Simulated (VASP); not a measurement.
A run of VASP 6.6.1 is set up as follows.

File INCAR:

```
PREC = Accurate
ENCUT = 520
EDIFF = 1E-6
ISMEAR = 0
SIGMA = 0.05
LREAL = False
LASPH = True
NELM = 100
ALGO = Normal
ISIF = 2
LWAVE = False
LCHARG = False
GGA = PE
NBANDS = 16
```

The input KPOINTS:

```
regular mesh
0
Gamma
  14 14 14
```

File POSCAR:

```
ZnO
1.0
    0.0000000000      2.2651577810      2.2651577810
    2.2651577810      0.0000000000      2.2651577810
    2.2651577810      2.2651577810      0.0000000000
Zn O
1 1
Direct
    0.0000000000      0.0000000000      0.0000000000
    0.5000000000      0.5000000000      0.5000000000
```

Potentials or basis: VASP PAW PBE potentials, release 64 (Zn, O).

Run with:

```sh
$ cat potpaw_PBE.64/Zn/POTCAR potpaw_PBE.64/O/POTCAR > POTCAR
$ mpirun -np 1 vasp_std > vasp.out
```

(1) Predict the band gap on the k mesh.

(2) Predict the pressure.

Answers

(1) 0.18 eV, indirect (least direct gap 1.00 eV).

(2) -16.1 GPa.

Caveat: the cell differs from its parent crystal (strained).
